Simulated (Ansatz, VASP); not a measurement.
## As in VASP and in Ansatz

File INCAR:

```
SYSTEM = As
ALGO     = Normal         ! electronic algorithm
EDIFF    = 1E-7           ! SCF threshold, eV
ENCUT    = 520            ! plane-wave cutoff, eV
ISIF     = 2              ! what is computed and relaxed
ISMEAR   = -1             ! smearing method
LASPH    = .TRUE.         ! aspherical terms in the spheres
LCHARG   = .FALSE.        ! write CHGCAR
LREAL    = .FALSE.        ! projectors in reciprocal space
LWAVE    = .FALSE.        ! write WAVECAR
NBANDS   = 12             ! bands
NELM     = 100            ! most SCF steps
PREC     = Accurate       ! precision mode
SIGMA    = 0.05           ! smearing width, eV
```

Contents of KPOINTS:

```
k-points
0
G
  13 13 13
  0 0 0
```

File POSCAR:

```
As
1.0
    1.8921984922      1.0924613088      3.5088552423
   -1.8921984922      1.0924613088      3.5088552423
    0.0000000000     -2.1849226177      3.5088552423
As
2
Direct
    0.2275400000      0.2275400000      0.2275400000
    0.7724600000      0.7724600000      0.7724600000
```

Input for Ansatz:

```yaml
crystal:
  lattice:
    - [1.8921984922, 1.0924613088, 3.5088552423]
    - [-1.8921984922, 1.0924613088, 3.5088552423]
    - [0.0, -2.1849226177, 3.5088552423]
  atoms:
    - { symbol: As, position: [0.22754, 0.22754, 0.22754] }
    - { symbol: As, position: [0.77246, 0.77246, 0.77246] }
kpoints:
  mp_grid: { grid: [13, 13, 13] }
  band_path:
    path:
      - [0.0, 0.0, 0.0]
      - [0.5, 0.5, 0.5]
      - [0.768709909, 0.231290091, 0.5]
      - [0.5, -0.231290091, 0.231290091]
      - [0.5, 0.0, 0.0]
      - [0.0, 0.0, 0.0]
      - [0.3656450455, -0.3656450455, 0.0]
      - [0.6343549545, 0.0, 0.3656450455]
      - [0.5, 0.0, 0.5]
    npoints: 5
scf:
  occupations: { method: fermi_dirac, width: 0.05 }
hamiltonian:
  xc: lda
  pseudopotentials: { kind: all_electron, lapw: { basis_error: 0.001 } }
output:
  forces: true
  stress: true
  eigenvalues: true
```

Change from the starting cell: volume scaled by 1.02.

Alike in both runs: task single point; functional LDA; k mesh 13 × 13 × 13; occupations fermi-dirac, width 0.05 eV; no spin polarisation.

```csv
,VASP,Ansatz
version,VASP 6.6.1,Ansatz 0.2.0
potentials or method,"VASP PAW LDA potentials, release 64 (As), cutoff 520 eV","all-electron LAPW, scalar-relativistic"
```

```tsv
	VASP	Ansatz	Ansatz less VASP
pressure (GPa)	-2.6	-2.9	-0.35
traceless stress, the component that is largest in VASP (GPa)	-0.37	-0.26	+0.112
rms of the force components (eV/Å)	0.006	0.031	+0.0254
```

LDA's correlation is that of Perdew and Zunger in VASP and of Perdew and Wang (1992) in Ansatz. Atom by atom the forces differ by 0.037 eV/Å (rms over components). Ansatz ran all-electron here, and VASP with PAW potentials.
